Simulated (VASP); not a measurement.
# NaLa3 (Pm-3m) in VASP: a series of runs

Runs on NaLa3. Level: PBE. Tasks: single point, relaxation of cell and atoms.

Program: VASP 6.6.1. These are calculated values, not measurements. Logs are shortened: lines on timing, memory, paths and dates and some standing lists are left out, and cuts for length are marked.

**1. The cell of the first run**

The structure is cubic, space group Pm-3m (No. 221). The conventional cell has a = 5.260 Å, b = 5.260 Å, c = 5.260 Å, α = 90.00°, β = 90.00°, γ = 90.00°. Na (site symmetry m-3m) has 12 La at 3.72 Å within 4.9 Å. La (site symmetry 4/mmm) has 4 Na at 3.72 Å and 8 La at 3.72 Å within 4.9 Å.

**2. Single point, PBE**

INCAR reads:

```
ALGO = Normal
EDIFF = 1E-7
ENCUT = 520
GGA = PE
ISIF = 2
ISMEAR = -1
LASPH = T
LCHARG = F
LREAL = F
LWAVE = F
NBANDS = 28
NELM = 100
PREC = Accurate
SIGMA = 0.1
```

KPOINTS reads:

```
k-points
0
Gamma
  4 4 4
```

POSCAR reads:

```
NaLa3
1.0
    5.2598714395      0.0000000000      0.0000000000
    0.0000000000      5.2598714395      0.0000000000
    0.0000000000      0.0000000000      5.2598714395
Na La
1 3
Direct
    0.0000000000      0.0000000000      0.0000000000
    0.5000000000      0.0000000000      0.5000000000
    0.0000000000      0.5000000000      0.5000000000
    0.5000000000      0.5000000000      0.0000000000
```

Potentials or basis: VASP PAW PBE potentials, release 64 (Na_pv, La).

Command:

```
cat potpaw_PBE.64/Na_pv/POTCAR potpaw_PBE.64/La/POTCAR > POTCAR
mpirun -np 1 vasp_std > vasp.out
```

OUTCAR:

```text
EDIFF = 1E-7
   ENCUT = 520
   GGA = PE
   ISIF = 2
   ISMEAR = -1
   LASPH = T
   LREAL = F
   NELM = 100
   PREC = Accurate

 ion  position               nearest neighbor table
   1  0.000  0.000  0.000-
   2  0.500  0.000  0.500-
   3  0.000  0.500  0.500-
   4  0.500  0.500  0.000-

  LATTYP: Found a simple cubic cell.
 ALAT       =     5.2598714395

  Lattice vectors:

 A1 = (   5.2598714395,   0.0000000000,   0.0000000000)
 A2 = (   0.0000000000,   5.2598714395,   0.0000000000)
 A3 = (   0.0000000000,   0.0000000000,   5.2598714395)

Analysis of symmetry for initial positions (statically):
=====================================================================
 Subroutine PRICEL returns:
 Original cell was already a primitive cell.

 Routine SETGRP: Setting up the symmetry group for a
 simple cubic supercell.

 Subroutine GETGRP returns: Found 48 space group operations
 (whereof 48 operations were pure point group operations)
 out of a pool of 48 trial point group operations.

The static configuration has the point symmetry O_h .

Analysis of symmetry for dynamics (positions and initial velocities):
=====================================================================
 Subroutine PRICEL returns:
 Original cell was already a primitive cell.

 Routine SETGRP: Setting up the symmetry group for a
 simple cubic supercell.

 Subroutine GETGRP returns: Found 48 space group operations
 (whereof 48 operations were pure point group operations)
 out of a pool of 48 trial point group operations.

The dynamic configuration has the point symmetry O_h .

 Subroutine INISYM returns: Found 48 space group operations
 (whereof 48 operations are pure point group operations),
 and found     1 'primitive' translations

----------------------------------------------------------------------------------------

                                     Primitive cell

  volume of cell :     145.5209

  direct lattice vectors                    reciprocal lattice vectors
     5.259871440  0.000000000  0.000000000     0.190118715  0.000000000  0.000000000
     0.000000000  5.259871440  0.000000000     0.000000000  0.190118715  0.000000000
[... 67 lines left out ...]
   ICHARG =      2    charge: 1-file 2-atom 10-const
   ISPIN  =      1    spin polarized calculation?
   LNONCOLLINEAR =      F non collinear calculations
   LSORBIT =      F    spin-orbit coupling
   LASPH  =      T    aspherical Exc in radial PAW
   ENCUT  =  520.0 eV  38.22 Ry    6.18 a.u.   9.78  9.78  9.78*2*pi/ulx,y,z
   NELM   =    100;   NELMIN=  2; NELMDL= -5     # of ELM steps
   EDIFF  = 0.1E-06   stopping-criterion for ELM
   LREAL  =      F    real-space projection
   EDIFFG = 0.1E-05   stopping-criterion for IOM
   NSW    =      0    number of steps for IOM
   IBRION =     -1    ionic relax: 0-MD 1-quasi-New 2-CG
   NFREE  =      0    steps in history (QN), initial steepest desc. (CG)
   ISIF   =      2    stress and relaxation
   ISYM   =      2    0-nonsym 1-usesym 2-fastsym
   POTIM  = 0.5000    time-step for ionic-motion
   TEBEG  =    0.0;   TEEND  =   0.0 temperature during run
   PSTRESS=    0.0 pullay stress
   NELECT =      40.0000    total number of electrons
   NUPDOWN=      -1.0000    fix difference up-down
   EMIN   =  10.00;   EMAX   =-10.00  energy-range for DOS
   EFERMI =   0.00;   METHOD = LEGACY
   ISMEAR =    -1;   SIGMA  =   0.10  broadening in eV -4-tet -1-fermi 0-gaus
   EFERMI_NEDOS =   21; number of points for ismear=-14 and -15
   IALGO  =     38    algorithm
   IMIX   =      4    mixing-type and parameters
     AMIX     =   0.40;   BMIX     =  1.00
     AMIX_MAG =   1.60;   BMIX_MAG =  1.00
  volume/ion in A,a.u.               =      36.38       245.51
  Fermi-wavevector in a.u.,A,eV,Ry     =   1.064436  2.011493 15.415738  1.133025
  Thomas-Fermi vector in A             =   2.199955
   LORBIT       =      0    0 simple, 1 ext, 2 COOP (PROOUT), +10 PAW based schemes
   GGA     = PE    functional components
   LHFCALC =     F    Hartree Fock is set to
   AEXX    =    0.0000 exact exchange contribution
   IVDW    =     0    specifies the selected vdW correction
   LEPSILON=     F    determine dielectric tensor
   LRPA    =     F    only Hartree local field effects (RPA)
 non-spin polarized calculation
  energy-cutoff  :      520.00
  volume of cell :      145.52
 maximum number of plane-waves:      3952
 NGX is ok and might be reduce to    40
   NGX = 19   NGY = 19   NGZ = 19

 number of electron      40.0000007 magnetization

 Free energy of the ion-electron system (eV)
  ---------------------------------------------------
  ext. energy  EPLUGINS =         0.00000000
  ---------------------------------------------------
  free energy    TOTEN  =       -15.20851973 eV

  energy without entropy =      -14.98374390  energy(sigma->0) =      -15.09613182

 E-fermi :   6.0187     XC(G=0):  -8.9595

 val. band max:        5.9049518024   @ k =   0.2500   0.2500   0.0000
 cond. band min:       6.0247461763   @ k =   0.5000   0.2500   0.0000
 fundamental gap:      0.1197943739
 Fermi energy:         6.0187010000

 k-point     1 :       0.0000    0.0000    0.0000
  band No.  band energies     occupation
      1     -26.9462      2.00000
      2     -26.7389      2.00000
      3     -26.7389      2.00000
      4     -17.6054      2.00000
      5     -17.6054      2.00000
      6     -17.6054      2.00000
[... 299 lines left out ...]
     27       7.5223      0.00000
     28       7.5453      0.00000

------------------------ aborting loop because EDIFF is reached ----------------------------------------

  FORCE on cell =-STRESS in cart. coord.  units (eV):
  Direction    XX          YY          ZZ          XY          YZ          ZX
  --------------------------------------------------------------------------------------
  -------------------------------------------------------------------------------------
  Total        0.0514473      0.0514473      0.0514473      0.0000000      0.0000000     -0.0000000
  in kB        0.5664325      0.5664325      0.5664325      0.0000000      0.0000000     -0.0000000
  external PRESSURE =       0.5664325 kB  Pullay stress =       0.0000000 kB

 VOLUME and BASIS-vectors are now :
 -----------------------------------------------------------------------------
  energy-cutoff  :      520.00
  volume of cell :      145.52
      direct lattice vectors                 reciprocal lattice vectors
     5.259871440  0.000000000  0.000000000     0.190118715  0.000000000  0.000000000
     0.000000000  5.259871440  0.000000000     0.000000000  0.190118715  0.000000000
     0.000000000  0.000000000  5.259871440     0.000000000  0.000000000  0.190118715

 POSITION                                       TOTAL-FORCE (eV/Angst)
 -----------------------------------------------------------------------------------
      0.00000      0.00000      0.00000         0.000000      0.000000      0.000000
      2.62994      0.00000      2.62994         0.000000      0.000000      0.000000
      0.00000      2.62994      2.62994         0.000000      0.000000      0.000000
      2.62994      2.62994      0.00000         0.000000      0.000000      0.000000
 -----------------------------------------------------------------------------------
    total drift:                                0.000000     -0.000000     -0.000000

  FREE ENERGIE OF THE ION-ELECTRON SYSTEM (eV)
  ---------------------------------------------------
  free  energy   TOTEN  =       -15.2085197330 eV

  energy  without entropy=      -14.9837439015  energy(sigma->0) =      -15.09613182
```

stdout:

```text
POSCAR found type information on POSCAR NaLa
 POSCAR found :  2 types and       4 ions
 scaLAPACK will be used
 LDA part: xc-table for (Slater+PW92), standard interpolation
 POSCAR, INCAR and KPOINTS ok, starting setup
 FFT: planning ... GRIDC
 FFT: planning ... GRID_SOFT
 FFT: planning ... GRID
 WAVECAR not read
 entering main loop
```

Wall time 37 s (1 thread of Intel Xeon Platinum 8488C (Sapphire Rapids), shared host); peak memory 0.26 GiB.

What came out:

- Free energy: -15.2085 eV
- Pressure: 0.1 GPa
- Band gap on the k mesh: zero (bands 20 and 21 overlap by 1.89 eV)

Caveat: spin-orbit coupling is left out, which moves the levels of the heavy elements.

**3. Relaxation of cell and atoms, PBE**

This run uses another cell than the first one, of 36.31 Å³/atom.

INCAR reads:

```
SYSTEM = NaLa3
ALGO = Normal
EDIFF = 1E-6
EDIFFG = -0.02
ENCUT = 600
GGA = PE
IBRION = 2
ISIF = 3
ISMEAR = -1
LASPH = .TRUE.
LCHARG = .FALSE.
LREAL = .FALSE.
LWAVE = .FALSE.
NELM = 80
NSW = 80
PREC = Accurate
SIGMA = 0.1
```

KPOINTS reads:

```
k-points
0
G
  4 4 4
  0 0 0
```

POSCAR reads:

```
NaLa3
1.0
    5.2562870000      0.0000000000      0.0000000000
    0.0000000000      5.2562870000      0.0000000000
    0.0000000000      0.0000000000      5.2562870000
Na La
1 3
Direct
    0.0000000000      0.0000000000      0.0000000000
    0.5000000000      0.0000000000      0.5000000000
    0.0000000000      0.5000000000      0.5000000000
    0.5000000000      0.5000000000      0.0000000000
```

Potentials or basis: VASP PAW PBE potentials, release 64 (Na_pv, La).

Command:

```
cat potpaw_PBE.64/Na_pv/POTCAR potpaw_PBE.64/La/POTCAR > POTCAR
mpirun -np 1 vasp_std > vasp.out
```

OUTCAR:

```text
SYSTEM = NaLa3
   EDIFF = 1E-6
   EDIFFG = -0.02
   ENCUT = 600
   GGA = PE
   IBRION = 2
   ISIF = 3
   ISMEAR = -1
   LASPH = .TRUE.
   LREAL = .FALSE.
   NELM = 80
   NSW = 80
   PREC = Accurate

 ion  position               nearest neighbor table
   1  0.000  0.000  0.000-
   2  0.500  0.000  0.500-
   3  0.000  0.500  0.500-
   4  0.500  0.500  0.000-

  LATTYP: Found a simple cubic cell.
 ALAT       =     5.2562870000

  Lattice vectors:

 A1 = (   5.2562870000,   0.0000000000,   0.0000000000)
 A2 = (   0.0000000000,   5.2562870000,   0.0000000000)
 A3 = (   0.0000000000,   0.0000000000,   5.2562870000)

Analysis of symmetry for initial positions (statically):
=====================================================================
 Subroutine PRICEL returns:
 Original cell was already a primitive cell.

 Routine SETGRP: Setting up the symmetry group for a
 simple cubic supercell.

 Subroutine GETGRP returns: Found 48 space group operations
[... 200 lines left out ...]

  energy without entropy =      -14.98560320  energy(sigma->0) =      -15.09815614

 E-fermi :   6.0081     XC(G=0):  -8.9545

 val. band max:        5.8940249986   @ k =   0.2500   0.2500   0.0000
 cond. band min:       6.0144290546   @ k =   0.5000   0.2500   0.0000
 fundamental gap:      0.1204040560
 Fermi energy:         6.0080630331

 k-point     1 :       0.0000    0.0000    0.0000
  band No.  band energies     occupation
      1     -26.9594      2.00000
      2     -26.7532      2.00000
      3     -26.7532      2.00000
      4     -17.6170      2.00000
      5     -17.6170      2.00000
      6     -17.6170      2.00000
[... 259 lines left out ...]
     23       7.3364      0.00000
     24       7.3405      0.00000

------------------------ aborting loop because EDIFF is reached ----------------------------------------

  FORCE on cell =-STRESS in cart. coord.  units (eV):
  Direction    XX          YY          ZZ          XY          YZ          ZX
  --------------------------------------------------------------------------------------
  -------------------------------------------------------------------------------------
  Total        0.0241977      0.0241977      0.0241977      0.0000000      0.0000000     -0.0000000
  in kB        0.2660588      0.2660588      0.2660588      0.0000000      0.0000000     -0.0000000
  external PRESSURE =       0.2660588 kB  Pullay stress =       0.0000000 kB

 VOLUME and BASIS-vectors are now :
 -----------------------------------------------------------------------------
  energy-cutoff  :      600.00
  volume of cell :      145.72
      direct lattice vectors                 reciprocal lattice vectors
     5.262221354 -0.000000000  0.000000000     0.190033815 -0.000000000 -0.000000000
     0.000000000  5.262221354 -0.000000000     0.000000000  0.190033815  0.000000000
     0.000000000 -0.000000000  5.262221354    -0.000000000  0.000000000  0.190033815

 POSITION                                       TOTAL-FORCE (eV/Angst)
 -----------------------------------------------------------------------------------
      0.00000      0.00000      0.00000         0.000000      0.000000      0.000000
      2.63111     -0.00000      2.63111         0.000000     -0.000000      0.000000
      0.00000      2.63111      2.63111        -0.000000     -0.000000      0.000000
      2.63111      2.63111     -0.00000         0.000000      0.000000      0.000000
 -----------------------------------------------------------------------------------
    total drift:                                0.000000     -0.000000     -0.000000

  FREE ENERGIE OF THE ION-ELECTRON SYSTEM (eV)
  ---------------------------------------------------
  free  energy   TOTEN  =       -15.2107090855 eV

  energy  without entropy=      -14.9856031960  energy(sigma->0) =      -15.09815614

 reached required accuracy - stopping structural energy minimisation
```

CONTCAR:

```text
NaLa3
   1.00000000000000
     5.2622213541561909   -0.0000000000000000    0.0000000000000000
     0.0000000000000000    5.2622213541561909   -0.0000000000000000
     0.0000000000000000   -0.0000000000000000    5.2622213541561909
  Na              La
     1     3
Direct
     0.0000000000000000    0.0000000000000000    0.0000000000000000
     0.5000000000000000    0.0000000000000000    0.5000000000000000
     0.0000000000000000    0.5000000000000000    0.5000000000000000
     0.5000000000000000    0.5000000000000000    0.0000000000000000

  0.00000000E+00  0.00000000E+00  0.00000000E+00
  0.00000000E+00  0.00000000E+00  0.00000000E+00
  0.00000000E+00  0.00000000E+00  0.00000000E+00
  0.00000000E+00  0.00000000E+00  0.00000000E+00
```

Wall time 66 s (1 thread of Intel Xeon Platinum 8488C (Sapphire Rapids), shared host); peak memory 0.29 GiB.

Results:

| Item | Value |
| --- | --- |
| Free energy | -15.2107 eV |
| Relaxed volume | 36.43 Å³/atom |
| Relaxed cell | a = 5.262 Å, b = 5.262 Å, c = 5.262 Å, α = 90.00°, β = 90.00°, γ = 90.00° |
| Space group after relaxing (to 0.1 Å) | Pm-3m (No. 221) |
| Energy gained by relaxing | 0.1 meV/atom |
| Ionic steps | 2 |
| Pressure after relaxing | 0.0 GPa |
| Band gap on the k mesh | zero (bands 20 and 21 overlap by 1.89 eV) |

Step by step:
```csv
step,energy change (eV),largest force (eV/Å),pressure (GPa),volume (Å³)
1,0.0000,0.0000,0.10,145.22
2,-0.0002,0.0000,0.03,145.72
```

Final structure:
```
Na La
1.0
     5.26222    0.00000    0.00000
     0.00000    5.26222    0.00000
     0.00000    0.00000    5.26222
Na La
1 3
Direct
  0.00000 0.00000 0.00000
  0.50000 0.00000 0.50000
  0.00000 0.50000 0.50000
  0.50000 0.50000 0.00000
```

Caveat: spin-orbit coupling is left out, which moves the levels of the heavy elements.
